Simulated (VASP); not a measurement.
# CdF2 (Imm2) in VASP: single point with LDA

Aim: the single point of CdF2 with LDA.

Program: VASP 6.6.1. These are calculated values, not measurements. Logs are shortened: lines on timing, memory, paths and dates and some standing lists are left out, and cuts for length are marked.

## 1. The cell of the first run

The structure is orthorhombic, space group Imm2 (No. 44). The conventional cell has a = 3.746 Å, b = 5.298 Å, c = 3.746 Å, α = 90.00°, β = 90.00°, γ = 90.00°. Cd (site symmetry mm2) has 2 F at 1.67 Å within 2.2 Å. Within 2.2 Å of F (site symmetry m) lie 1 Cd at 1.67 Å.

## 2. Single point, LDA (atom 1 (Cd) moved by (-0.600, -0.600) A along y and z)

File INCAR:

```
  PREC = Accurate
  ENCUT = 700
  EDIFF = 1E-6
  ISMEAR = 0
  SIGMA = 0.05
  LREAL = F
  LASPH = T
  NELM = 120
  ALGO = Normal
  ISIF = 2
  LWAVE = F
  LCHARG = F
  GGA = CA
  NBANDS = 24
  GGA_COMPAT = F
```

File KPOINTS:

```
regular mesh
0
Gamma
  8 8 8
```

File POSCAR:

```
CdF2
1.0
    0.0000000000      2.6488277134      2.6488277134
    2.6488277134      0.0000000000      2.6488277134
    2.6488277134      2.6488277134      0.0000000000
Cd F
1 2
Direct
   -0.2265152984      0.0000000000      0.0000000000
    0.2500000000      0.2500000000      0.2500000000
    0.7500000000      0.7500000000      0.7500000000
```

Potentials or basis: VASP PAW LDA potentials, release 64 (Cd_sv_GW, F).

Run with:

```bash
> cat potpaw_LDA.64/Cd_sv_GW/POTCAR potpaw_LDA.64/F/POTCAR > POTCAR
> mpirun -np 1 vasp_std > vasp.out
```

OUTCAR:

```text
PREC = Accurate
   ENCUT = 700
   EDIFF = 1E-6
   ISMEAR = 0
   LREAL = F
   LASPH = T
   NELM = 120
   ISIF = 2
   GGA = CA

 ion  position               nearest neighbor table
   1  0.773  0.000  0.000-   3 1.67   2 1.67
   2  0.250  0.250  0.250-   1 1.67
   3  0.750  0.750  0.750-   1 1.67

  LATTYP: Found a face centered cubic cell.
 ALAT       =     5.2976554268

  Lattice vectors:

 A1 = (   0.0000000000,   2.6488277134,   2.6488277134)
 A2 = (   2.6488277134,   0.0000000000,   2.6488277134)
 A3 = (   2.6488277134,   2.6488277134,   0.0000000000)

Analysis of symmetry for initial positions (statically):
=====================================================================
 Subroutine PRICEL returns:
 Original cell was already a primitive cell.

 Routine SETGRP: Setting up the symmetry group for a
 face centered cubic supercell.

 Subroutine GETGRP returns: Found  4 space group operations
 (whereof  4 operations were pure point group operations)
 out of a pool of 48 trial point group operations.

The static configuration has the point symmetry C_2v.

Analysis of symmetry for dynamics (positions and initial velocities):
=====================================================================
 Subroutine PRICEL returns:
 Original cell was already a primitive cell.

 Routine SETGRP: Setting up the symmetry group for a
 face centered cubic supercell.

 Subroutine GETGRP returns: Found  4 space group operations
 (whereof  4 operations were pure point group operations)
 out of a pool of 48 trial point group operations.

The dynamic configuration has the point symmetry C_2v.

 Subroutine INISYM returns: Found  4 space group operations
 (whereof  4 operations are pure point group operations),
 and found     1 'primitive' translations

----------------------------------------------------------------------------------------

                                     Primitive cell

  volume of cell :      37.1699

  direct lattice vectors                    reciprocal lattice vectors
     0.000000000  2.648827713  2.648827713    -0.188762749  0.188762749  0.188762749
     2.648827713  0.000000000  2.648827713     0.188762749 -0.188762749  0.188762749
     2.648827713  2.648827713  0.000000000     0.188762749  0.188762749 -0.188762749

  length of vectors
     3.746008077  3.746008077  3.746008077     0.326946671  0.326946671  0.326946671

[... 79 lines left out ...]
   LASPH  =      T    aspherical Exc in radial PAW
   ENCUT  =  700.0 eV  51.45 Ry    7.17 a.u.   8.08  8.08  8.08*2*pi/ulx,y,z
   NELM   =    120;   NELMIN=  2; NELMDL= -5     # of ELM steps
   EDIFF  = 0.1E-05   stopping-criterion for ELM
   LREAL  =      F    real-space projection
   EDIFFG = 0.1E-04   stopping-criterion for IOM
   NSW    =      0    number of steps for IOM
   IBRION =     -1    ionic relax: 0-MD 1-quasi-New 2-CG
   NFREE  =      0    steps in history (QN), initial steepest desc. (CG)
   ISIF   =      2    stress and relaxation
   ISYM   =      2    0-nonsym 1-usesym 2-fastsym
   POTIM  = 0.5000    time-step for ionic-motion
   TEBEG  =    0.0;   TEEND  =   0.0 temperature during run
   PSTRESS=    0.0 pullay stress
   NELECT =      34.0000    total number of electrons
   NUPDOWN=      -1.0000    fix difference up-down
   EMIN   =  10.00;   EMAX   =-10.00  energy-range for DOS
   EFERMI =   0.00;   METHOD = LEGACY
   ISMEAR =     0;   SIGMA  =   0.05  broadening in eV -4-tet -1-fermi 0-gaus
   EFERMI_NEDOS =   21; number of points for ismear=-14 and -15
   IALGO  =     38    algorithm
   IMIX   =      4    mixing-type and parameters
     AMIX     =   0.40;   BMIX     =  1.00
     AMIX_MAG =   1.60;   BMIX_MAG =  1.00
  volume/ion in A,a.u.               =      12.39        83.61
  Fermi-wavevector in a.u.,A,eV,Ry     =   1.589171  3.003099 34.361050  2.525466
  Thomas-Fermi vector in A             =   2.688062
   LORBIT       =      0    0 simple, 1 ext, 2 COOP (PROOUT), +10 PAW based schemes
   GGA     = CA    functional components
   LHFCALC =     F    Hartree Fock is set to
   AEXX    =    0.0000 exact exchange contribution
   IVDW    =     0    specifies the selected vdW correction
   LEPSILON=     F    determine dielectric tensor
   LRPA    =     F    only Hartree local field effects (RPA)
 non-spin polarized calculation
 Gauss-broadening in eV      SIGMA  =   0.05
  energy-cutoff  :      700.00
  volume of cell :       37.17
 maximum number of plane-waves:      1588
   NGX = 17   NGY = 17   NGZ = 17

 number of electron      34.0000003 magnetization

 Free energy of the ion-electron system (eV)
  ---------------------------------------------------
  ext. energy  EPLUGINS =         0.00000000
  ---------------------------------------------------
  free energy    TOTEN  =        -7.90726295 eV

  energy without entropy =       -7.90726295  energy(sigma->0) =       -7.90726295

 E-fermi :   2.9791     XC(G=0): -11.4119

 val. band max:        2.5821918082   @ k =   0.0000  -0.3750   0.3750
 cond. band min:       4.1508410580   @ k =   0.0000   0.0000   0.0000
 fundamental gap:      1.5686492498
 Fermi energy:         2.9790734846

 k-point     1 :       0.0000    0.0000    0.0000
  band No.  band energies     occupation
      1     -96.9013      2.00000
      2     -58.4322      2.00000
      3     -58.4289      2.00000
      4     -58.3512      2.00000
      5     -20.9165      2.00000
      6     -19.9969      2.00000
[... 637 lines left out ...]
     23      18.2373      0.00000
     24      21.3720      0.00000

 [... further k-points ...]

------------------------ aborting loop because EDIFF is reached ----------------------------------------

  FORCE on cell =-STRESS in cart. coord.  units (eV):
  Direction    XX          YY          ZZ          XY          YZ          ZX
  --------------------------------------------------------------------------------------
  -------------------------------------------------------------------------------------
  Total       30.8974654      8.6247921      8.6247921      0.0000000      8.9163169      0.0000000
  in kB     1331.8101080    371.7646465    371.7646465      0.0000000    384.3305845      0.0000000
  external PRESSURE =     691.7798004 kB  Pullay stress =       0.0000000 kB

 VOLUME and BASIS-vectors are now :
 -----------------------------------------------------------------------------
  energy-cutoff  :      700.00
  volume of cell :       37.17
      direct lattice vectors                 reciprocal lattice vectors
     0.000000000  2.648827713  2.648827713    -0.188762749  0.188762749  0.188762749
     2.648827713  0.000000000  2.648827713     0.188762749 -0.188762749  0.188762749
     2.648827713  2.648827713  0.000000000     0.188762749  0.188762749 -0.188762749

 POSITION                                       TOTAL-FORCE (eV/Angst)
 -----------------------------------------------------------------------------------
      0.00000      2.04883      2.04883         0.000000     12.231366     12.231366
      1.32441      1.32441      1.32441        11.612964     -6.115683     -6.115683
      3.97324      3.97324      3.97324       -11.612964     -6.115683     -6.115683
 -----------------------------------------------------------------------------------
    total drift:                                0.000001     -0.004665     -0.004665

  FREE ENERGIE OF THE ION-ELECTRON SYSTEM (eV)
  ---------------------------------------------------
  free  energy   TOTEN  =        -7.9072629485 eV

  energy  without entropy=       -7.9072629485  energy(sigma->0) =       -7.90726295
```

OSZICAR:

```text
N       E                     dE             d eps       ncg     rms          rms(c)
DAV:   1     0.671449624026E+03    0.67145E+03   -0.24739E+04  4912   0.235E+03
DAV:   2     0.495503722640E+02   -0.62190E+03   -0.56746E+03  4576   0.733E+02
DAV:   3    -0.771104699522E+01   -0.57261E+02   -0.56476E+02  6976   0.251E+02
DAV:   4    -0.973312327258E+01   -0.20221E+01   -0.20216E+01  5456   0.483E+01
DAV:   5    -0.981468000542E+01   -0.81557E-01   -0.81554E-01  6776   0.908E+00    0.429E+01
DAV:   6    -0.795552352743E+01    0.18592E+01   -0.45410E+00  6616   0.526E+01    0.311E+01
DAV:   7    -0.791725363808E+01    0.38270E-01   -0.40791E-01  5240   0.874E+00    0.132E+01
DAV:   8    -0.790860485915E+01    0.86488E-02   -0.51397E-02  6880   0.288E+00    0.998E-01
DAV:   9    -0.790738511463E+01    0.12197E-02   -0.76477E-03  7104   0.250E+00    0.294E-01
DAV:  10    -0.790725336208E+01    0.13175E-03   -0.67837E-04  7656   0.822E-01    0.905E-02
DAV:  11    -0.790726536738E+01   -0.12005E-04   -0.14382E-04  7088   0.216E-01    0.558E-02
DAV:  12    -0.790726295943E+01    0.24079E-05   -0.20675E-05  7424   0.154E-01    0.205E-02
DAV:  13    -0.790726294849E+01    0.10944E-07   -0.11875E-06  3568   0.448E-02
   1 F= -.79072629E+01 E0= -.79072629E+01  d E =-.477514E-31
```

Run time: 50 s. Hardware: 1 thread of AMD EPYC 9R45 (Zen 5), shared host; peak memory 0.24 GiB.

What came out:

| Item | Value |
| --- | --- |
| Free energy | -7.9073 eV |
| Pressure | 69.2 GPa |
| Largest force | 17.298 eV/Å |
| Band gap on the k mesh | 1.57 eV (least direct gap 2.73 eV) |

Forces in eV/Å, atoms in the order of the input:
```
Cd    0.000  12.231  12.231
F    11.613  -6.116  -6.116
F   -11.613  -6.116  -6.116
```

Levels at points of the mesh, in eV from the valence-band top:
```tsv
k point	band 13	band 14	band 15	band 16	band 17	band 18	band 19	band 20	band 21	band 22
(0.00, 0.00, 0.00)	-2.97	-1.94	-1.93	-1.57	-1.16	1.57	10.57	12.69	13.07	14.24
(0.50, 0.00, 0.00)	-4.08	-3.66	-2.81	-1.95	-1.09	5.66	7.54	12.63	14.22	15.39
(0.00, 0.50, 0.00)	-4.08	-3.30	-2.55	-1.87	-1.25	5.36	6.76	14.25	15.13	15.13
(0.50, 0.50, 0.00)	-4.09	-3.67	-2.37	-1.84	-0.32	6.22	7.59	9.11	13.89	14.00
(0.00, 0.50, 0.50)	-5.11	-2.98	-2.88	-2.34	-0.04	5.99	9.08	9.13	12.58	14.79
```

Caveat: the cell differs from its parent crystal (atom 1 (Cd) moved by (-0.600, -0.600) A along y and z); the stress differs along the axes, from 37 to 133 GPa; forces of over 1 eV/Å act on the atoms, so gaps and moduli don't describe the material at rest.
